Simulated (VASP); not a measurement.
# Ta (Im-3m) in VASP: notebook, part 2 of 2

VASP 6.6.1. Earlier steps stand in the parts before.

## (3) Relaxation of cell and atoms, PBEsol

This run uses another cell than the first one, of 18.01 Å³/atom, 1.025 times its volume.

Input file INCAR:

```
  ALGO = Normal
  EDIFF = 1E-6
  EDIFFG = -0.01
  ENCUT = 600
  GGA = PS
  IBRION = 2
  ISIF = 3
  ISMEAR = 1
  LASPH = True
  LCHARG = False
  LREAL = False
  LWAVE = False
  NELM = 80
  NSW = 80
  PREC = Accurate
  SIGMA = 0.05
```

Input file KPOINTS:

```
k-points
0
Gamma
  9 9 9
```

Input file POSCAR:

```
Ta
1.0
   -1.6512800000      1.6512800000      1.6512800000
    1.6512800000     -1.6512800000      1.6512800000
    1.6512800000      1.6512800000     -1.6512800000
Ta
1
Direct
    0.0000000000      0.0000000000      0.0000000000
```

Potentials or basis: VASP PAW PBE potentials, release 64 (Ta_pv).

The run is started by

```sh
> cat potpaw_PBE.64/Ta_pv/POTCAR > POTCAR
> mpirun -np 1 vasp_std > vasp.out
```

OUTCAR:

```text
EDIFF = 1E-6
   EDIFFG = -0.01
   ENCUT = 600
   GGA = PS
   IBRION = 2
   ISIF = 3
   ISMEAR = 1
   LASPH = True
   LREAL = False
   NELM = 80
   NSW = 80
   PREC = Accurate

 ion  position               nearest neighbor table
   1  0.000  0.000  0.000-

  LATTYP: Found a body centered cubic cell.
 ALAT       =     3.3025600000

  Lattice vectors:

 A1 = (  -1.6512800000,   1.6512800000,   1.6512800000)
 A2 = (   1.6512800000,  -1.6512800000,   1.6512800000)
 A3 = (   1.6512800000,   1.6512800000,  -1.6512800000)

Analysis of symmetry for initial positions (statically):
=====================================================================
 Subroutine PRICEL returns:
 Original cell was already a primitive cell.

 Routine SETGRP: Setting up the symmetry group for a
 body centered cubic supercell.

 Subroutine GETGRP returns: Found 48 space group operations
 (whereof 48 operations were pure point group operations)
 out of a pool of 48 trial point group operations.

The static configuration has the point symmetry O_h .

Analysis of symmetry for dynamics (positions and initial velocities):
=====================================================================
 Subroutine PRICEL returns:
 Original cell was already a primitive cell.

 Routine SETGRP: Setting up the symmetry group for a
 body centered cubic supercell.

 Subroutine GETGRP returns: Found 48 space group operations
 (whereof 48 operations were pure point group operations)
 out of a pool of 48 trial point group operations.

The dynamic configuration has the point symmetry O_h .

 Subroutine INISYM returns: Found 48 space group operations
 (whereof 48 operations are pure point group operations),
 and found     1 'primitive' translations

----------------------------------------------------------------------------------------

                                     Primitive cell

  volume of cell :      18.0104

  direct lattice vectors                    reciprocal lattice vectors
    -1.651280000  1.651280000  1.651280000     0.000000000  0.302795407  0.302795407
     1.651280000 -1.651280000  1.651280000     0.302795407  0.000000000  0.302795407
     1.651280000  1.651280000 -1.651280000     0.302795407  0.302795407  0.000000000

  length of vectors
     2.860100858  2.860100858  2.860100858     0.428217371  0.428217371  0.428217371

  position of ions in fractional coordinates (direct lattice)
     0.000000000  0.000000000  0.000000000

  ion indices of the primitive-cell ions
   primitive index   ion index
                 1           1

----------------------------------------------------------------------------------------

 KPOINTS: k-points

Automatic generation of k-mesh.
 Grid dimensions read from file:
 generate k-points for:    9    9    9

 Generating k-lattice:

  Cartesian coordinates                     Fractional coordinates (reciprocal lattice)
     0.000000000  0.033643934  0.033643934     0.111111111  0.000000000  0.000000000
     0.033643934  0.000000000  0.033643934     0.000000000  0.111111111  0.000000000
[... 39 lines left out ...]
 [... further k-points ...]
   k-points           NKPTS =     35   k-points in BZ     NKDIM =     35   number of bands    NBANDS=      9
   number of dos      NEDOS =    301   number of ions     NIONS =      1
   total plane-waves  NPLWV =  13824
   dimension x,y,z NGX =    24 NGY =   24 NGZ =   24
   dimension x,y,z NGXF=    48 NGYF=   48 NGZF=   48
   ions per type =               1
   NGX,Y,Z   is equivalent  to a cutoff of  13.95, 13.95, 13.95 a.u.
   NGXF,Y,Z  is equivalent  to a cutoff of  27.90, 27.90, 27.90 a.u.
 SYSTEM =  unknown system
   PREC   = accura    normal or accurate (medium, high low for compatibility)
   ISTART =      0    job   : 0-new  1-cont  2-samecut
   ICHARG =      2    charge: 1-file 2-atom 10-const
   ISPIN  =      1    spin polarized calculation?
   LNONCOLLINEAR =      F non collinear calculations
   LSORBIT =      F    spin-orbit coupling
   LASPH  =      T    aspherical Exc in radial PAW
   ENCUT  =  600.0 eV  44.10 Ry    6.64 a.u.   5.71  5.71  5.71*2*pi/ulx,y,z
   NELM   =     80;   NELMIN=  2; NELMDL= -5     # of ELM steps
   EDIFF  = 0.1E-05   stopping-criterion for ELM
   LREAL  =      F    real-space projection
   EDIFFG = -.1E-01   stopping-criterion for IOM
   NSW    =     80    number of steps for IOM
   IBRION =      2    ionic relax: 0-MD 1-quasi-New 2-CG
   NFREE  =      1    steps in history (QN), initial steepest desc. (CG)
   ISIF   =      3    stress and relaxation
   ISYM   =      2    0-nonsym 1-usesym 2-fastsym
   POTIM  = 0.5000    time-step for ionic-motion
   TEBEG  =    0.0;   TEEND  =   0.0 temperature during run
   PSTRESS=    0.0 pullay stress
   NELECT =      11.0000    total number of electrons
   NUPDOWN=      -1.0000    fix difference up-down
   EMIN   =  10.00;   EMAX   =-10.00  energy-range for DOS
   EFERMI =   0.00;   METHOD = LEGACY
   ISMEAR =     1;   SIGMA  =   0.05  broadening in eV -4-tet -1-fermi 0-gaus
   EFERMI_NEDOS =   21; number of points for ismear=-14 and -15
   IALGO  =     38    algorithm
   IMIX   =      4    mixing-type and parameters
     AMIX     =   0.40;   BMIX     =  1.00
     AMIX_MAG =   1.60;   BMIX_MAG =  1.00
  volume/ion in A,a.u.               =      18.01       121.54
  Fermi-wavevector in a.u.,A,eV,Ry     =   1.388988  2.624806 26.249534  1.929286
  Thomas-Fermi vector in A             =   2.513061
   LORBIT       =      0    0 simple, 1 ext, 2 COOP (PROOUT), +10 PAW based schemes
   GGA     = PS    functional components
   LHFCALC =     F    Hartree Fock is set to
   AEXX    =    0.0000 exact exchange contribution
   IVDW    =     0    specifies the selected vdW correction
   LEPSILON=     F    determine dielectric tensor
   LRPA    =     F    only Hartree local field effects (RPA)
 conjugate gradient relaxation of ions
 non-spin polarized calculation
 Methfessel and Paxton  Order N= 1 SIGMA  =   0.05
  energy-cutoff  :      600.00
  volume of cell :       18.01
 maximum number of plane-waves:       619
   NGX = 11   NGY = 11   NGZ = 11

--------------------------------------- Ionic step        1  -------------------------------------------

 number of electron      11.0000002 magnetization

 Free energy of the ion-electron system (eV)
  ---------------------------------------------------
  ext. energy  EPLUGINS =         0.00000000
  ---------------------------------------------------
  free energy    TOTEN  =       -12.52497959 eV

  energy without entropy =      -12.52418209  energy(sigma->0) =      -12.52471376

------------------------ aborting loop because EDIFF is reached ----------------------------------------

  FORCE on cell =-STRESS in cart. coord.  units (eV):
  Direction    XX          YY          ZZ          XY          YZ          ZX
  --------------------------------------------------------------------------------------
  -------------------------------------------------------------------------------------
  Total       -0.4436939     -0.4436939     -0.4436939      0.0000000      0.0000000      0.0000000
  in kB      -39.4704327    -39.4704327    -39.4704327      0.0000000      0.0000000      0.0000000
  external PRESSURE =     -39.4704327 kB  Pullay stress =       0.0000000 kB
[... 92 lines left out ...]
--------------------------------------- Ionic step        4  -------------------------------------------

 number of electron      11.0000002 magnetization

 Free energy of the ion-electron system (eV)
  ---------------------------------------------------
  ext. energy  EPLUGINS =         0.00000000
  ---------------------------------------------------
  free energy    TOTEN  =       -12.53052401 eV

  energy without entropy =      -12.53045769  energy(sigma->0) =      -12.53050190

 E-fermi :   5.6004     XC(G=0): -12.8481

 val. band max:        5.5954397702   @ k =  -0.2222   0.2222   0.1111
 cond. band min:       5.6082355751   @ k =  -0.2222   0.2222   0.1111
 fundamental gap:      0.0127958049
 Fermi energy:         5.6003558078

 k-point     1 :       0.0000    0.0000    0.0000
  band No.  band energies     occupation
      1     -27.3801      2.00000
      2     -27.3801      2.00000
      3     -27.3801      2.00000
      4      -2.5064      2.00000
      5       6.2527     -0.00000
      6       6.2527     -0.00000
      7       6.2527     -0.00000
      8       9.6064      0.00000
      9       9.6064      0.00000
[... 265 lines left out ...]
 k-point    24 :      -0.4444   -0.4444    0.1111
  band No.  band energies     occupation
      1     -28.5295      2.00000
      2     -27.9894      2.00000
      3     -27.5860      2.00000
      4       2.2526      2.00000
      5       4.7256      2.00000
      6       4.8910      2.00000
      7       8.1926      0.00000
      8      11.6263      0.00000
      9      14.6715      0.00000

 [... further k-points ...]
[... 5 lines left out ...]
  --------------------------------------------------------------------------------------
  -------------------------------------------------------------------------------------
  Total       -0.0044044     -0.0044044     -0.0044044     -0.0000000     -0.0000000      0.0000000
  in kB       -0.4013844     -0.4013844     -0.4013844     -0.0000000     -0.0000000      0.0000000
  external PRESSURE =      -0.4013844 kB  Pullay stress =       0.0000000 kB
[... 16 lines left out ...]
  FREE ENERGIE OF THE ION-ELECTRON SYSTEM (eV)
  ---------------------------------------------------
  free  energy   TOTEN  =       -12.5305240063 eV

  energy  without entropy=      -12.5304576873  energy(sigma->0) =      -12.53050190

 reached required accuracy - stopping structural energy minimisation
```

OSZICAR:

```text
N       E                     dE             d eps       ncg     rms          rms(c)
DAV:   1     0.528985655921E+02    0.52899E+02   -0.71409E+03   630   0.131E+03
DAV:   2    -0.122616170493E+02   -0.65160E+02   -0.64165E+02   781   0.263E+02
DAV:   3    -0.130513849410E+02   -0.78977E+00   -0.77138E+00   727   0.287E+01
DAV:   4    -0.130570233584E+02   -0.56384E-02   -0.56359E-02   742   0.184E+00
[... 25 lines left out ...]
       N       E                     dE             d eps       ncg     rms          rms(c)
DAV:   1    -0.125305816914E+02   -0.71018E-04   -0.19719E-03   643   0.651E-01    0.710E-02
DAV:   2    -0.125305331382E+02    0.48553E-04   -0.66679E-05   644   0.105E-01    0.241E-02
DAV:   3    -0.125305234364E+02    0.97017E-05   -0.31649E-05   646   0.702E-02    0.820E-03
DAV:   4    -0.125305240063E+02   -0.56984E-06   -0.46228E-07   350   0.813E-03
   4 F= -.12530524E+02 E0= -.12530502E+02  d E =-.554442E-02
```

CONTCAR:

```text
Ta
   1.00000000000000
    -1.6380383828483553    1.6380383828483553    1.6380383828483553
     1.6380383828483553   -1.6380383828483553    1.6380383828483553
     1.6380383828483553    1.6380383828483553   -1.6380383828483553
  Ta
     1
Direct
     0.0000000000000000    0.0000000000000000    0.0000000000000000

  0.00000000E+00  0.00000000E+00  0.00000000E+00
```

Wall time 7.5 s (1 thread of Intel Xeon 6975P-C (Granite Rapids), shared host); peak memory 0.14 GiB.

Results:

```
Free energy                            : -12.5305 eV
Relaxed volume                         : 17.58 Å³/atom
Relaxed cell                           : a = 2.837 Å, b = 2.837 Å, c = 2.837 Å, α = 109.47°, β = 109.47°, γ = 109.47°
Space group after relaxing (to 0.05 Å) : Im-3m (No. 229)
Energy gained by relaxing              : 5.5 meV/atom
Ionic steps                            : 4
Pressure after relaxing                : 0.0 GPa
```

The path:
```
step  energy change (eV)  largest force (eV/Å)  pressure (GPa)  volume (Å³)
   1              0.0000                0.0000           -3.95        18.01
   2              0.0136                0.0000            9.06        16.88
   3             -0.0055                0.0000           -0.21        17.60
   4             -0.0055                0.0000           -0.04        17.58
```

Final structure:
```xyz
1
Lattice="-1.6380 1.6380 1.6380 1.6380 -1.6380 1.6380 1.6380 1.6380 -1.6380" Properties=species:S:1:pos:R:3 pbc="T T T"
Ta    0.0000    0.0000    0.0000
```

Caveat: the PAW data sets were made with another functional, which shifts forces and pressure a little; spin-orbit coupling is left out, which moves the levels of the heavy elements.
